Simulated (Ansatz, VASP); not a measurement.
YS in VASP and in Ansatz

File INCAR:

```
PREC     = Accurate       # precision mode
ENCUT    = 520            # plane-wave cutoff, eV
EDIFF    = 1E-6           # SCF threshold, eV
ISMEAR   = -1             # smearing method
SIGMA    = 0.01           # smearing width, eV
LREAL    = False          # projectors in reciprocal space
LASPH    = True           # aspherical terms in the spheres
NELM     = 60             # most SCF steps
ALGO     = Normal         # electronic algorithm
ISIF     = 2              # what is computed and relaxed
LWAVE    = False          # write WAVECAR
LCHARG   = False          # write CHGCAR
GGA      = CA             # functional
NBANDS   = 16             # bands
```

KPOINTS

```
regular mesh
0
Gamma
  8 8 8
```

Contents of POSCAR:

```
YS
1.0
    0.0000000000      2.7797547983      2.7797547983
    2.7797547983      0.0000000000      2.7797547983
    2.7797547983      2.7797547983      0.0000000000
Y S
1 1
Direct
    0.5000000000      0.5000000000      0.5000000000
    0.0000000000      0.0000000000      0.0000000000
```

Input for Ansatz:

```yaml
crystal:
  lattice:
    - [0.0, 2.7797547983, 2.7797547983]
    - [2.7797547983, 0.0, 2.7797547983]
    - [2.7797547983, 2.7797547983, 0.0]
  atoms:
    - { symbol: "Y", position: [0.5, 0.5, 0.5] }
    - { symbol: S, position: [0.0, 0.0, 0.0] }
kpoints:
  mp_grid: { grid: [8, 8, 8] }
  band_path:
    path:
      - [0.0, 0.0, 0.0]
      - [0.5, 0.0, 0.5]
      - [0.625, 0.25, 0.625]
      - [0.375, 0.375, 0.75]
      - [0.0, 0.0, 0.0]
      - [0.5, 0.5, 0.5]
      - [0.5, 0.25, 0.75]
      - [0.5, 0.0, 0.5]
    npoints: 5
scf:
  occupations: { method: fermi_dirac, width: 0.01 }
hamiltonian:
  xc: lda
  pseudopotentials: { kind: all_electron, lapw: { basis_error: 0.00025 } }
output:
  forces: true
  stress: true
  eigenvalues: true
```

Change from the starting cell: volume scaled by 1.04.

Alike in both runs: task single point; functional LDA; k mesh 8 × 8 × 8; occupations fermi-dirac, width 0.01 eV; no spin polarisation.

```csv
,VASP,Ansatz
version,VASP 6.6.1,Ansatz 0.2.0
potentials or method,"VASP PAW LDA potentials, release 64 (Y_sv, S), cutoff 520 eV","all-electron LAPW, scalar-relativistic"
```

```tsv
	VASP	Ansatz	Ansatz less VASP
pressure (GPa)	-7.1	-7.1	-0.02
```

LDA's correlation is that of Perdew and Zunger in VASP and of Perdew and Wang (1992) in Ansatz. Ansatz ran all-electron here, and VASP with PAW potentials.
